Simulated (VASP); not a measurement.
# Si (I4_1/amd) in VASP: further runs

Si is run at these levels: LDA; tasks: single point.

All numbers are computed with VASP 6.6.1; they aren't measurements. Logs are shortened: lines on timing, memory, paths and dates and some standing lists are left out, and cuts for length are marked.

**1. The cell of the first run**

The structure is tetragonal, space group I4_1/amd (No. 141). The conventional cell has a = 3.725 Å, b = 3.725 Å, c = 5.431 Å, α = 90.00°, β = 90.00°, γ = 90.00°. Within 3.0 Å of Si (site symmetry -4m2) lie 4 Si at 2.30 Å.

**2. Single point, LDA (equal xx and yy strain of -3 %)**

File INCAR:

```
SYSTEM = Si
  ALGO = Normal
  EDIFF = 1E-7
  ENCUT = 520
  GGA = CA
  ISIF = 2
  ISMEAR = -1
  LASPH = .True.
  LCHARG = .False.
  LREAL = .False.
  LWAVE = .False.
  NBANDS = 11
  NELM = 100
  PREC = Accurate
  SIGMA = 0.08
```

File KPOINTS:

```
k-points
0
Gamma
  11 11 11
  0 0 0
```

File POSCAR:

```
Si
1.0
    0.0000000000      2.6340059000      2.7154700000
    2.6340059000      0.0000000000      2.7154700000
    2.6340059000      2.6340059000      0.0000000000
Si
2
Direct
    0.5000000000      0.5000000000      0.5000000000
    0.7500000000      0.7500000000      0.7500000000
```

Potentials or basis: VASP PAW LDA potentials, release 64 (Si).

Launch:

```
> cat potpaw_LDA.64/Si/POTCAR > POTCAR
> mpirun -np 1 vasp_std > vasp.out
```

OUTCAR:

```text
SYSTEM = Si
   EDIFF = 1E-7
   ENCUT = 520
   GGA = CA
   ISIF = 2
   ISMEAR = -1
   LASPH = .True.
   LREAL = .False.
   NELM = 100
   PREC = Accurate

 ion  position               nearest neighbor table
   1  0.500  0.500  0.500-   2 2.30   2 2.30   2 2.30   2 2.30
   2  0.750  0.750  0.750-   1 2.30   1 2.30   1 2.30   1 2.30

  LATTYP: Found a body centered tetragonal cell.
 ALAT       =     3.7250468672
 C/A-ratio  =     1.4579521262

  Lattice vectors:

 A1 = (  -2.6340059000,   0.0000000000,   2.7154700000)
 A2 = (   2.6340059000,   0.0000000000,   2.7154700000)
 A3 = (   0.0000000000,   2.6340059000,  -2.7154700000)

Analysis of symmetry for initial positions (statically):
=====================================================================
 Subroutine PRICEL returns:
 Original cell was already a primitive cell.

 Routine SETGRP: Setting up the symmetry group for a
 body centered tetragonal supercell.

 Subroutine GETGRP returns: Found 16 space group operations
 (whereof  8 operations were pure point group operations)
 out of a pool of 16 trial point group operations.

The static configuration has the point symmetry D_2d.
 The point group associated with its full space group is D_4h.

Analysis of symmetry for dynamics (positions and initial velocities):
=====================================================================
 Subroutine PRICEL returns:
 Original cell was already a primitive cell.

 Routine SETGRP: Setting up the symmetry group for a
 body centered tetragonal supercell.

 Subroutine GETGRP returns: Found 16 space group operations
 (whereof  8 operations were pure point group operations)
 out of a pool of 16 trial point group operations.

The dynamic configuration has the point symmetry D_2d.
 The point group associated with its full space group is D_4h.

 Subroutine INISYM returns: Found 16 space group operations
 (whereof  8 operations are pure point group operations),
 and found     1 'primitive' translations

----------------------------------------------------------------------------------------

                                     Primitive cell

  volume of cell :      37.6798

  direct lattice vectors                    reciprocal lattice vectors
     0.000000000  2.634005900  2.715470000    -0.189824935  0.189824935  0.184130187
     2.634005900  0.000000000  2.715470000     0.189824935 -0.189824935  0.184130187
     2.634005900  2.634005900  0.000000000     0.189824935  0.189824935 -0.184130187

  length of vectors
     3.783089267  3.783089267  3.725046867     0.325531778  0.325531778  0.325531778

  position of ions in fractional coordinates (direct lattice)
     0.500000000  0.500000000  0.500000000
     0.750000000  0.750000000  0.750000000

  ion indices of the primitive-cell ions
   primitive index   ion index
                 1           1
                 2           2

----------------------------------------------------------------------------------------

 KPOINTS: k-points

Automatic generation of k-mesh.
 Grid dimensions read from file:
 generate k-points for:   11   11   11

 Generating k-lattice:

  Cartesian coordinates                     Fractional coordinates (reciprocal lattice)
    -0.017256812  0.017256812  0.016739108     0.090909091 -0.000000000  0.000000000
     0.017256812 -0.017256812  0.016739108    -0.000000000  0.090909091  0.000000000
     0.017256812  0.017256812 -0.016739108     0.000000000  0.000000000  0.090909091

  Length of vectors
     0.029593798  0.029593798  0.029593798

  Shift w.r.t. Gamma in fractional coordinates (k-lattice)
     0.000000000  0.000000000  0.000000000

 Subroutine IBZKPT returns following result:
 ===========================================

 Found    126 irreducible k-points:

 Following reciprocal coordinates:
            Coordinates               Weight
  0.000000  0.000000  0.000000      1.000000
  0.090909 -0.000000  0.000000      8.000000
  0.181818 -0.000000  0.000000      8.000000
  0.272727  0.000000  0.000000      8.000000
  0.363636 -0.000000  0.000000      8.000000
  0.454545  0.000000  0.000000      8.000000
[... 16 lines left out ...]
 -0.272727  0.181818  0.000000      8.000000
 -0.181818  0.181818  0.000000      4.000000
 [... further k-points ...]
   k-points           NKPTS =    126   k-points in BZ     NKDIM =    126   number of bands    NBANDS=     11
   number of dos      NEDOS =    301   number of ions     NIONS =      2
   total plane-waves  NPLWV =  21952
   dimension x,y,z NGX =    28 NGY =   28 NGZ =   28
   dimension x,y,z NGXF=    56 NGYF=   56 NGZF=   56
   ions per type =               2
   NGX,Y,Z   is equivalent  to a cutoff of  12.30, 12.30, 12.50 a.u.
   NGXF,Y,Z  is equivalent  to a cutoff of  24.61, 24.61, 24.99 a.u.
 SYSTEM =  Si
   PREC   = accura    normal or accurate (medium, high low for compatibility)
   ISTART =      0    job   : 0-new  1-cont  2-samecut
   ICHARG =      2    charge: 1-file 2-atom 10-const
   ISPIN  =      1    spin polarized calculation?
   LNONCOLLINEAR =      F non collinear calculations
   LSORBIT =      F    spin-orbit coupling
   LASPH  =      T    aspherical Exc in radial PAW
   ENCUT  =  520.0 eV  38.22 Ry    6.18 a.u.   7.03  7.03  6.93*2*pi/ulx,y,z
   NELM   =    100;   NELMIN=  2; NELMDL= -5     # of ELM steps
   EDIFF  = 0.1E-06   stopping-criterion for ELM
   LREAL  =      F    real-space projection
   EDIFFG = 0.1E-05   stopping-criterion for IOM
   NSW    =      0    number of steps for IOM
   IBRION =     -1    ionic relax: 0-MD 1-quasi-New 2-CG
   NFREE  =      0    steps in history (QN), initial steepest desc. (CG)
   ISIF   =      2    stress and relaxation
   ISYM   =      2    0-nonsym 1-usesym 2-fastsym
   POTIM  = 0.5000    time-step for ionic-motion
   TEBEG  =    0.0;   TEEND  =   0.0 temperature during run
   PSTRESS=    0.0 pullay stress
   NELECT =       8.0000    total number of electrons
   NUPDOWN=      -1.0000    fix difference up-down
   EMIN   =  10.00;   EMAX   =-10.00  energy-range for DOS
   EFERMI =   0.00;   METHOD = LEGACY
   ISMEAR =    -1;   SIGMA  =   0.08  broadening in eV -4-tet -1-fermi 0-gaus
   EFERMI_NEDOS =   21; number of points for ismear=-14 and -15
   IALGO  =     38    algorithm
   IMIX   =      4    mixing-type and parameters
     AMIX     =   0.40;   BMIX     =  1.00
     AMIX_MAG =   1.60;   BMIX_MAG =  1.00
  volume/ion in A,a.u.               =      18.84       127.14
  Fermi-wavevector in a.u.,A,eV,Ry     =   0.976642  1.845585 12.977635  0.953829
  Thomas-Fermi vector in A             =   2.107277
   LORBIT       =      0    0 simple, 1 ext, 2 COOP (PROOUT), +10 PAW based schemes
   GGA     = CA    functional components
   LHFCALC =     F    Hartree Fock is set to
   AEXX    =    0.0000 exact exchange contribution
   IVDW    =     0    specifies the selected vdW correction
   LEPSILON=     F    determine dielectric tensor
   LRPA    =     F    only Hartree local field effects (RPA)
 non-spin polarized calculation
  energy-cutoff  :      520.00
  volume of cell :       37.68
 maximum number of plane-waves:      1027
   NGX = 13   NGY = 13   NGZ = 13

 number of electron       8.0000000 magnetization

 Free energy of the ion-electron system (eV)
  ---------------------------------------------------
  ext. energy  EPLUGINS =         0.00000000
  ---------------------------------------------------
  free energy    TOTEN  =       -11.88715903 eV

  energy without entropy =      -11.88601862  energy(sigma->0) =      -11.88658883

 E-fermi :   6.5690     XC(G=0):  -9.8372

 val. band max:        6.4837845872   @ k =   0.0000   0.0000   0.0000
 cond. band min:       6.6963677286   @ k =   0.4545   0.0000   0.4545
 fundamental gap:      0.2125831414
 Fermi energy:         6.5689702628

 k-point     1 :       0.0000    0.0000    0.0000
  band No.  band energies     occupation
      1      -5.9753      2.00000
      2       6.2567      1.96045
      3       6.4838      1.48722
      4       6.4838      1.48722
      5       8.9261      0.00000
      6       8.9261      0.00000
      7       9.0297      0.00000
      8      10.3121      0.00000
      9      13.8663      0.00000
     10      14.3513      0.00000
     11      14.4590      0.00000

 k-point     2 :       0.0909   -0.0000    0.0000
  band No.  band energies     occupation
      1      -5.8612      2.00000
      2       5.3936      2.00000
      3       6.1541      1.98888
      4       6.3126      1.92202
      5       9.0316      0.00000
      6       9.1920      0.00000
      7       9.2806      0.00000
      8      11.0100      0.00000
      9      13.5630      0.00000
     10      14.0842      0.00000
     11      14.8346      0.00000

 k-point     3 :       0.1818   -0.0000    0.0000
  band No.  band energies     occupation
      1      -5.5229      2.00000
      2       3.6619      2.00000
      3       5.7676      1.99991
      4       5.9730      1.99884
      5       8.7808      0.00000
      6       9.7119      0.00000
      7       9.7284      0.00000
      8      12.5166      0.00000
      9      13.2874      0.00000
     10      13.6117      0.00000
     11      15.5857      0.00000

 k-point     4 :       0.2727    0.0000    0.0000
  band No.  band energies     occupation
      1      -4.9763      2.00000
      2       1.9270      2.00000
      3       5.4081      2.00000
      4       5.6593      1.99998
      5       8.4360      0.00000
      6       9.8866      0.00000
      7      10.0028      0.00000
      8      13.6885      0.00000
      9      13.7988      0.00000
     10      14.0087      0.00000
     11      15.4096      0.00000
[... 239 lines left out ...]
 k-point    22 :      -0.3636    0.1818    0.0000
  band No.  band energies     occupation
      1      -3.3870      2.00000
      2      -0.2589      2.00000
      3       2.8367      2.00000
      4       5.0109      2.00000
      5       8.8198      0.00000
      6      10.6231      0.00000
      7      10.9567      0.00000
      8      14.2331      0.00000
      9      14.2775      0.00000
     10      15.4582      0.00000
     11      17.8060      0.00000

 k-point    23 :      -0.2727    0.1818    0.0000
  band No.  band energies     occupation
      1      -4.1075      2.00000
      2       0.9355      2.00000
      3       2.9171      2.00000
      4       5.4218      2.00000
      5       9.2596      0.00000
      6      10.6387      0.00000
      7      10.6969      0.00000
      8      12.8703      0.00000
      9      12.9373      0.00000
     10      16.6259      0.00000
     11      18.5437      0.00000

 k-point    24 :      -0.1818    0.1818    0.0000
  band No.  band energies     occupation
      1      -4.7695      2.00000
      2       2.2164      2.00000
      3       3.4175      2.00000
      4       5.8494      1.99975
      5       9.6596      0.00000
      6      10.1773      0.00000
      7      10.3168      0.00000
      8      12.1427      0.00000
      9      12.5095      0.00000
     10      17.0389      0.00000
     11      17.0464      0.00000

 [... further k-points ...]
[... 5 lines left out ...]
  --------------------------------------------------------------------------------------
  -------------------------------------------------------------------------------------
  Total        1.3603364      1.3603364      0.6468224      0.0000000      0.0000000      0.0000000
  in kB       57.8426812     57.8426812     27.5034468      0.0000000      0.0000000      0.0000000
  external PRESSURE =      47.7296031 kB  Pullay stress =       0.0000000 kB

 VOLUME and BASIS-vectors are now :
 -----------------------------------------------------------------------------
  energy-cutoff  :      520.00
  volume of cell :       37.68
      direct lattice vectors                 reciprocal lattice vectors
     0.000000000  2.634005900  2.715470000    -0.189824935  0.189824935  0.184130187
     2.634005900  0.000000000  2.715470000     0.189824935 -0.189824935  0.184130187
     2.634005900  2.634005900  0.000000000     0.189824935  0.189824935 -0.184130187

 POSITION                                       TOTAL-FORCE (eV/Angst)
 -----------------------------------------------------------------------------------
      2.63401      2.63401      2.71547         0.000000      0.000000      0.000000
      3.95101      3.95101      4.07320        -0.000000     -0.000000     -0.000000
 -----------------------------------------------------------------------------------
    total drift:                                0.000000      0.000000     -0.000000

  FREE ENERGIE OF THE ION-ELECTRON SYSTEM (eV)
  ---------------------------------------------------
  free  energy   TOTEN  =       -11.8871590328 eV

  energy  without entropy=      -11.8860186237  energy(sigma->0) =      -11.88658883
```

It took 25 s on 1 thread of Intel Xeon 6975P-C, shared host; peak memory 0.16 GiB.

Results:

```
Free energy            : -11.8872 eV
Pressure               : 4.8 GPa
Band gap on the k mesh : 0.21 eV, indirect (least direct gap 2.44 eV)
```

Levels at points of the mesh, in eV from the valence-band top:
```tsv
k point	band 1	band 2	band 3	band 4	band 5	band 6	band 7	band 8	band 9
(0.00, 0.00, 0.00)	-12.46	-0.23	0.00	0.00	2.44	2.44	2.55	3.83	7.38
```

Caveat: the cell differs from its parent crystal (equal xx and yy strain of -3 %). A k mesh can miss the band edges.

**3. Single point, LDA (equal xx and yy strain of -1 %)**

File INCAR:

```
PREC = Accurate ; ENCUT = 520
EDIFF = 1E-7 ; ISMEAR = -1
SIGMA = 0.08 ; LREAL = False
LASPH = True ; NELM = 60
ALGO = Normal ; ISIF = 2
LWAVE = False ; LCHARG = False
GGA = CA ; NBANDS = 11
```

File KPOINTS:

```
Automatic mesh
0
Gamma
  11 11 11
```

File POSCAR:

```
Si
1.0
    0.0000000000      2.6883153000      2.7154700000
    2.6883153000      0.0000000000      2.7154700000
    2.6883153000      2.6883153000      0.0000000000
Si
2
Direct
    0.5000000000      0.5000000000      0.5000000000
    0.7500000000      0.7500000000      0.7500000000
```

Potentials or basis: VASP PAW LDA potentials, release 64 (Si).

Launch:

```
> cat potpaw_LDA.64/Si/POTCAR > POTCAR
> mpirun -np 1 vasp_std > vasp.out
```

Run time: 27 s. Hardware: 1 thread of Intel Xeon 6975P-C, shared host; peak memory 0.16 GiB.

It converged, with:

```yaml
Free_energy: -11.9186 eV
Pressure: 0.4 GPa
Band_gap_on_the_k_mesh: 0.40 eV, indirect (least direct gap 2.50 eV)
```

Stress tensor (GPa, compression positive):
```
 0.76  0.00  0.00
 0.00  0.76  0.00
 0.00  0.00 -0.22
```

Levels at points of the mesh, in eV from the valence-band top:
```tsv
k point	band 1	band 2	band 3	band 4	band 5	band 6	band 7	band 8	band 9
(0.00, 0.00, 0.00)	-12.12	-0.07	0.00	0.00	2.50	2.50	2.53	3.41	7.62
```

Caveat: the cell differs from its parent crystal (equal xx and yy strain of -1 %). A k mesh can miss the band edges.

(Part 1 of 2 ends here.)
